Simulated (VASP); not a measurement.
# Sr (I4/mmm) in VASP: notebook

Sr is run at these levels: r2SCAN; tasks: single point.

All numbers are computed with VASP 6.6.1; they aren't measurements. Logs are shortened: lines on timing, memory, paths and dates and some standing lists are left out, and cuts for length are marked.

## 1. The cell of the first run

The structure is tetragonal, space group I4/mmm (No. 139). The conventional cell has a = 5.044 Å, b = 5.044 Å, c = 5.238 Å, α = 90.00°, β = 90.00°, γ = 90.00°. Within 5.8 Å of Sr (site symmetry 4/mmm) lie 14 Sr at 4.42 to 5.24 Å.

## 2. Single point, r2SCAN (strain +0.040 along x and y, +0.080 along z)

File POSCAR:

```
Sr
1.0
   -2.5220000000      2.5220000000      2.6190000000
    2.5220000000     -2.5220000000      2.6190000000
    2.5220000000      2.5220000000     -2.6190000000
Sr
1
Direct
    0.0000000000      0.0000000000      0.0000000000
```

File INCAR.step1:

```
SYSTEM = Sr
PREC     = Accurate       ! precision mode
ENCUT    = 520            ! plane-wave cutoff, eV
ISMEAR   = 0              ! smearing method
SIGMA    = 0.15           ! smearing width, eV
LREAL    = .FALSE.        ! projectors in reciprocal space
LASPH    = .TRUE.         ! aspherical terms in the spheres
NELM     = 80             ! most SCF steps
NBANDS   = 11             ! bands
GGA      = PE             ! functional
ALGO     = Normal         ! electronic algorithm
EDIFF    = 1E-4           ! SCF threshold, eV
LWAVE    = .TRUE.         ! write WAVECAR
LCHARG   = .FALSE.        ! write CHGCAR
```

File INCAR.step2:

```
SYSTEM = Sr
PREC     = Accurate       ! precision mode
ENCUT    = 520            ! plane-wave cutoff, eV
EDIFF    = 1E-6           ! SCF threshold, eV
ISMEAR   = 0              ! smearing method
SIGMA    = 0.15           ! smearing width, eV
LREAL    = .FALSE.        ! projectors in reciprocal space
LASPH    = .TRUE.         ! aspherical terms in the spheres
NELM     = 80             ! most SCF steps
ALGO     = Normal         ! electronic algorithm
ISIF     = 2              ! what is computed and relaxed
LWAVE    = .FALSE.        ! write WAVECAR
LCHARG   = .FALSE.        ! write CHGCAR
METAGGA  = R2SCAN         ! meta-GGA
LMIXTAU  = .TRUE.       
NBANDS   = 11             ! bands
ISTART   = 1
```

File KPOINTS:

```
Automatic mesh
0
G
  14 14 14
  0 0 0
```

Potentials or basis: VASP PAW PBE potentials, release 64 (Sr_sv).

Run with:

```bash
$ cat potpaw_PBE.64/Sr_sv/POTCAR > POTCAR
$ cp INCAR.step1 INCAR
$ mpirun -np 1 vasp_std > vasp.out
$ cp INCAR.step2 INCAR
$ mpirun -np 1 vasp_std > vasp.out
```

OUTCAR:

```text
SYSTEM = Sr
   PREC = Accurate
   ENCUT = 520
   EDIFF = 1E-6
   ISMEAR = 0
   LREAL = .FALSE.
   LASPH = .TRUE.
   NELM = 80
   ISIF = 2
   METAGGA = R2SCAN
   ISTART = 1

 ion  position               nearest neighbor table
   1  0.000  0.000  0.000-

  LATTYP: Found a body centered tetragonal cell.
 ALAT       =     5.0440000000
 C/A-ratio  =     1.0384615385

  Lattice vectors:

 A1 = (  -2.5220000000,   2.5220000000,   2.6190000000)
 A2 = (   2.5220000000,  -2.5220000000,   2.6190000000)
 A3 = (   2.5220000000,   2.5220000000,  -2.6190000000)

Analysis of symmetry for initial positions (statically):
=====================================================================
 Subroutine PRICEL returns:
 Original cell was already a primitive cell.

 Routine SETGRP: Setting up the symmetry group for a
 body centered tetragonal supercell.

 Subroutine GETGRP returns: Found 16 space group operations
 (whereof 16 operations were pure point group operations)
 out of a pool of 16 trial point group operations.

The static configuration has the point symmetry D_4h.

Analysis of symmetry for dynamics (positions and initial velocities):
=====================================================================
 Subroutine PRICEL returns:
 Original cell was already a primitive cell.

 Routine SETGRP: Setting up the symmetry group for a
 body centered tetragonal supercell.

 Subroutine GETGRP returns: Found 16 space group operations
 (whereof 16 operations were pure point group operations)
 out of a pool of 16 trial point group operations.

The dynamic configuration has the point symmetry D_4h.

 Subroutine INISYM returns: Found 16 space group operations
 (whereof 16 operations are pure point group operations),
 and found     1 'primitive' translations

----------------------------------------------------------------------------------------

                                     Primitive cell

  volume of cell :      66.6324

  direct lattice vectors                    reciprocal lattice vectors
    -2.522000000  2.522000000  2.619000000     0.000000000  0.198255353  0.190912562
     2.522000000 -2.522000000  2.619000000     0.198255353  0.000000000  0.190912562
     2.522000000  2.522000000 -2.619000000     0.198255353  0.198255353  0.000000000

  length of vectors
     4.424943954  4.424943954  4.424943954     0.275232250  0.275232250  0.280375409

  position of ions in fractional coordinates (direct lattice)
     0.000000000  0.000000000  0.000000000

  ion indices of the primitive-cell ions
   primitive index   ion index
[... 81 lines left out ...]
   POTIM  = 0.5000    time-step for ionic-motion
   TEBEG  =    0.0;   TEEND  =   0.0 temperature during run
   PSTRESS=    0.0 pullay stress
   NELECT =      10.0000    total number of electrons
   NUPDOWN=      -1.0000    fix difference up-down
   EMIN   =  10.00;   EMAX   =-10.00  energy-range for DOS
   EFERMI =   0.00;   METHOD = LEGACY
   ISMEAR =     0;   SIGMA  =   0.15  broadening in eV -4-tet -1-fermi 0-gaus
   EFERMI_NEDOS =   21; number of points for ismear=-14 and -15
   IALGO  =     38    algorithm
   IMIX   =      4    mixing-type and parameters
     AMIX     =   0.40;   BMIX     =  1.00
     AMIX_MAG =   1.60;   BMIX_MAG =  1.00
  volume/ion in A,a.u.               =      66.63       449.66
  Fermi-wavevector in a.u.,A,eV,Ry     =   0.869987  1.644038 10.297951  0.756878
  Thomas-Fermi vector in A             =   1.988888
   LORBIT       =      0    0 simple, 1 ext, 2 COOP (PROOUT), +10 PAW based schemes
   METAGGA = R2SCAN    functional components
   LHFCALC =     F    Hartree Fock is set to
   AEXX    =    0.0000 exact exchange contribution
   IVDW    =     0    specifies the selected vdW correction
   LEPSILON=     F    determine dielectric tensor
   LRPA    =     F    only Hartree local field effects (RPA)
 non-spin polarized calculation
 Gauss-broadening in eV      SIGMA  =   0.15
  energy-cutoff  :      520.00
  volume of cell :       66.63
 maximum number of plane-waves:      1813
 NGX is ok and might be reduce to    36
   NGX = 17   NGY = 17   NGZ = 17

 number of electron      10.0000000 magnetization

 Free energy of the ion-electron system (eV)
  ---------------------------------------------------
  ext. energy  EPLUGINS =         0.00000000
  ---------------------------------------------------
  free energy    TOTEN  =       -15.04313126 eV

  energy without entropy =      -15.02514903  energy(sigma->0) =      -15.03414015

 E-fermi :   1.0019     XC(G=0):  -7.2048

 val. band max:        0.9952877638   @ k =   0.5000   0.5000   0.0714
 cond. band min:       1.0063030440   @ k =   0.5000   0.0714  -0.0000
 fundamental gap:      0.0110152803
 Fermi energy:         1.0019306411

 k-point     1 :       0.0000    0.0000    0.0000
  band No.  band energies     occupation
      1     -37.4441      2.00000
      2     -18.7195      2.00000
      3     -18.7195      2.00000
      4     -18.7172      2.00000
      5      -2.5385      2.00000
      6       3.4309      0.00000
      7       3.4309      0.00000
      8       3.6186      0.00000
      9       4.5247      0.00000
     10       4.7796      0.00000
     11       8.7020      0.00000
[... 309 lines left out ...]
 k-point    24 :       0.2857    0.1429   -0.0000
  band No.  band energies     occupation
      1     -37.4384      2.00000
      2     -18.8002      2.00000
      3     -18.7512      2.00000
      4     -18.7237      2.00000
      5      -0.6485      2.00000
      6       1.7791      0.00000
      7       2.4769      0.00000
      8       4.3639      0.00000
      9       4.8131      0.00000
     10       5.2907      0.00000
     11       6.6666      0.00000

 [... further k-points ...]

------------------------ aborting loop because EDIFF is reached ----------------------------------------

  FORCE on cell =-STRESS in cart. coord.  units (eV):
  Direction    XX          YY          ZZ          XY          YZ          ZX
  --------------------------------------------------------------------------------------
  -------------------------------------------------------------------------------------
  Total       -0.6234827     -0.6234827     -0.6081466      0.0000000     -0.0000000      0.0000000
  in kB      -14.9916478    -14.9916478    -14.6228894      0.0000000     -0.0000000      0.0000000
  external PRESSURE =     -14.8687283 kB  Pullay stress =       0.0000000 kB

 VOLUME and BASIS-vectors are now :
 -----------------------------------------------------------------------------
  energy-cutoff  :      520.00
  volume of cell :       66.63
      direct lattice vectors                 reciprocal lattice vectors
    -2.522000000  2.522000000  2.619000000     0.000000000  0.198255353  0.190912562
     2.522000000 -2.522000000  2.619000000     0.198255353  0.000000000  0.190912562
     2.522000000  2.522000000 -2.619000000     0.198255353  0.198255353  0.000000000

 POSITION                                       TOTAL-FORCE (eV/Angst)
 -----------------------------------------------------------------------------------
      0.00000      0.00000      0.00000         0.000000     -0.000000      0.000000
 -----------------------------------------------------------------------------------
    total drift:                               -0.000000      0.000000      0.000000

  FREE ENERGIE OF THE ION-ELECTRON SYSTEM (eV)
  ---------------------------------------------------
  free  energy   TOTEN  =       -15.0431312607 eV

  energy  without entropy=      -15.0251490320  energy(sigma->0) =      -15.03414015
```

OUTCAR.step1:

```text
SYSTEM = Sr
   PREC = Accurate
   ENCUT = 520
   ISMEAR = 0
   LREAL = .FALSE.
   LASPH = .TRUE.
   NELM = 80
[... 554 lines left out ...]
 -----------------------------------------------------------------------------------
      0.00000      0.00000      0.00000        -0.000000      0.000000      0.000000
 -----------------------------------------------------------------------------------
    total drift:                               -0.000000      0.000000      0.000000

  FREE ENERGIE OF THE ION-ELECTRON SYSTEM (eV)
  ---------------------------------------------------
  free  energy   TOTEN  =        -1.5627030473 eV

  energy  without entropy=       -1.5444664622  energy(sigma->0) =       -1.55358475
```

Wall time 4.5 min (1 thread of Intel Xeon 6975P-C (Granite Rapids), shared host); peak memory 0.33 GiB.

What came out:

| Quantity | Value |
| --- | --- |
| Free energy | -15.0431 eV |
| Pressure | -1.5 GPa |
| Band gap on the k mesh | zero (bands 5 and 6 overlap by 0.33 eV) |

Levels at points of the mesh, in eV from the Fermi level:
```
           k point  band 2  band 3  band 4  band 5  band 6  band 7  band 8  band 9
(0.00, 0.00, 0.00)  -19.72  -19.72  -19.72   -3.54    2.43    2.43    2.62    3.52
(0.50, 0.00, 0.00)  -19.82  -19.76  -19.72   -0.88   -0.11    1.51    3.35    4.05
(0.50, 0.50, 0.00)  -19.82  -19.76  -19.72   -0.79   -0.01    1.29    3.59    4.14
(0.50, 0.50, 0.50)  -19.80  -19.79  -19.79    0.11    0.19    2.82    3.32    3.32
```

Caveat: the cell differs from its parent crystal (strain +0.040 along x and y, +0.080 along z); the PAW data sets were made with another functional, which shifts forces and pressure a little.

## 3. Single point, r2SCAN (strain +0.080 along x and y, +0.040 along z)

File POSCAR:

```
Sr
1.0
   -2.6190000000      2.6190000000      2.5220000000
    2.6190000000     -2.6190000000      2.5220000000
    2.6190000000      2.6190000000     -2.5220000000
Sr
1
Direct
    0.0000000000      0.0000000000      0.0000000000
```

File INCAR.step1:

```
  ALGO = Normal
  EDIFF = 1E-4
  ENCUT = 520
  GGA = PE
  ISMEAR = 0
  LASPH = True
  LCHARG = False
  LREAL = False
  LWAVE = True
  NBANDS = 11
  NELM = 60
  PREC = Accurate
  SIGMA = 0.15
```

File INCAR.step2:

```
  ALGO = Normal
  EDIFF = 1E-7
  ENCUT = 520
  ISIF = 2
  ISMEAR = 0
  ISTART = 1
  LASPH = True
  LCHARG = False
  LMIXTAU = True
  LREAL = False
  LWAVE = False
  METAGGA = R2SCAN
  NBANDS = 11
  NELM = 60
  PREC = Accurate
  SIGMA = 0.15
```

File KPOINTS:

```
k-points
0
Gamma
  14 14 14
```

Potentials or basis: VASP PAW PBE potentials, release 64 (Sr_sv).

Run with:

```bash
$ cat potpaw_PBE.64/Sr_sv/POTCAR > POTCAR
$ cp INCAR.step1 INCAR
$ mpirun -np 1 vasp_std > vasp.out
$ cp INCAR.step2 INCAR
$ mpirun -np 1 vasp_std > vasp.out
```

Run time: 4.7 min. Hardware: 1 thread of Intel Xeon 6975P-C (Granite Rapids), shared host; peak memory 0.35 GiB.

The run converged. Its results:

```
Free energy            : -15.0173 eV
Pressure               : -1.7 GPa
Band gap on the k mesh : zero (bands 5 and 6 overlap by 0.38 eV)
```

Levels at points of the mesh, in eV from the Fermi level:
```tsv
k point	band 1	band 2	band 3	band 4	band 5	band 6	band 7	band 8	band 9	band 10
(0.00, 0.00, 0.00)	-38.53	-19.80	-19.80	-19.80	-3.48	2.32	2.51	2.51	3.44	3.70
(0.50, 0.00, 0.00)	-38.52	-19.89	-19.83	-19.80	-0.80	-0.07	1.36	3.40	4.02	4.90
(0.50, 0.50, 0.00)	-38.52	-19.89	-19.83	-19.80	-0.89	-0.16	1.57	3.22	3.88	4.87
(0.50, 0.50, 0.50)	-38.52	-19.87	-19.87	-19.86	0.16	0.22	2.87	2.87	3.37	4.58
```

Caveat: the cell differs from its parent crystal (strain +0.080 along x and y, +0.040 along z); the PAW data sets were made with another functional, which shifts forces and pressure a little.

## 4. Single point, r2SCAN (strain -0.040 along x and y, +0.000 along z)

File POSCAR:

```
Sr
1.0
   -2.3280000000      2.3280000000      2.4250000000
    2.3280000000     -2.3280000000      2.4250000000
    2.3280000000      2.3280000000     -2.4250000000
Sr
1
Direct
    0.0000000000      0.0000000000      0.0000000000
```

File INCAR.step1:

```
PREC = Accurate
ENCUT = 520
ISMEAR = 0
SIGMA = 0.15
LREAL = False
LASPH = True
NELM = 100
NBANDS = 11
GGA = PE
ALGO = Normal
EDIFF = 1E-4
LWAVE = True
LCHARG = False
```

File INCAR.step2:

```
PREC = Accurate
ENCUT = 520
EDIFF = 1E-6
ISMEAR = 0
SIGMA = 0.15
LREAL = False
LASPH = True
NELM = 100
ALGO = Normal
ISIF = 2
LWAVE = False
LCHARG = False
METAGGA = R2SCAN
LMIXTAU = True
NBANDS = 11
ISTART = 1
```

File KPOINTS:

```
Automatic mesh
0
Gamma
  14 14 14
```

Run with:

```bash
$ cat potpaw_PBE.64/Sr_sv/POTCAR > POTCAR
$ cp INCAR.step1 INCAR
$ mpirun -np 1 vasp_std > vasp.out
$ cp INCAR.step2 INCAR
$ mpirun -np 1 vasp_std > vasp.out
```

Wall time 8.3 min (1 thread of Oxide Virtual Turin-like, shared host); peak memory 0.24 GiB.

Results (log left out):

* Free energy: -15.0887 eV
* Pressure: 0.8 GPa
* Band gap on the k mesh: zero (bands 5 and 6 overlap by 0.40 eV)

Stress tensor (GPa, compression positive):
```
0.79 0.00 0.00
0.00 0.79 0.00
0.00 0.00 0.71
```

Levels at points of the mesh, in eV from the Fermi level:
```
           k point  band 3  band 4  band 5  band 6  band 7  band 8
(0.00, 0.00, 0.00)  -19.18  -19.18   -3.89    2.73    2.73    2.98
(0.50, 0.00, 0.00)  -19.26  -19.18   -1.00    0.16    1.57    3.93
(0.50, 0.50, 0.00)  -19.26  -19.19   -0.94    0.30    1.28    4.30
(0.50, 0.50, 0.50)  -19.34  -19.34   -0.23   -0.12    3.68    4.30
```

Caveat: the cell differs from its parent crystal (strain -0.040 along x and y, +0.000 along z); the PAW data sets were made with another functional, which shifts forces and pressure a little.

(Continued in part 2 of 2.)
